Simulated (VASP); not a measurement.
HfO2:

```
Hf O
1.0
     4.88054    0.00000    0.00000
     0.00000    4.88054    0.00000
     0.00000    0.00000    3.23763
Hf O
2 4
Direct
  0.50000 0.50000 0.50000
  0.00000 0.00000 0.00000
  0.19481 0.80519 0.50000
  0.80519 0.19481 0.50000
  0.30519 0.30519 0.00000
  0.69481 0.69481 0.00000
```

| Property | Result |
| --- | --- |
| Program | VASP 6.6.1 |
| Task | relaxation of cell and atoms |
| Functional | PBEsol |
| Potentials or basis | VASP PAW PBE potentials, release 64 (Hf_pv, O) |
| Cutoff | 600 eV |
| k mesh | 6 × 6 × 8 |
| Occupations | fermi-dirac, width 0.02 eV |
| Spin | no spin polarisation |

At the start: pressure -9.0 GPa; volume 12.85 Å³/atom.

Task: Where does the relaxation end?

Result: Over 7 steps the energy falls by 15.3 meV/atom and the volume is 12.32 Å³/atom (-4.1 %); space group P4_2/mnm (No. 136, to 0.1 Å) before and after.

Step by step:
```tsv
step	energy change (eV)	largest force (eV/Å)	pressure (GPa)	volume (Å³)
1	0.0000	0.1116	-8.98	77.12
2	0.1726	0.5242	18.21	69.35
3	-0.0899	0.0845	-0.30	74.13
4	-0.0899	0.0888	-0.13	74.07
5	-0.0917	0.0263	0.02	73.92
6	-0.0917	0.0113	0.01	73.94
7	-0.0917	0.0035	-0.01	73.94
```

Final structure:
```xyz
6
Lattice="4.8090 0.0000 0.0000 0.0000 4.8090 0.0000 0.0000 0.0000 3.1972" Properties=species:S:1:pos:R:3 pbc="T T T"
Hf    2.4045    2.4045    1.5986
Hf    0.0000    4.8090    0.0000
O     0.9374    3.8716    1.5986
O     3.8716    0.9374    1.5986
O     1.4671    1.4671    0.0000
O     3.3420    3.3420    0.0000
```

Caveat: the PAW data sets were made with another functional, which shifts forces and pressure a little.
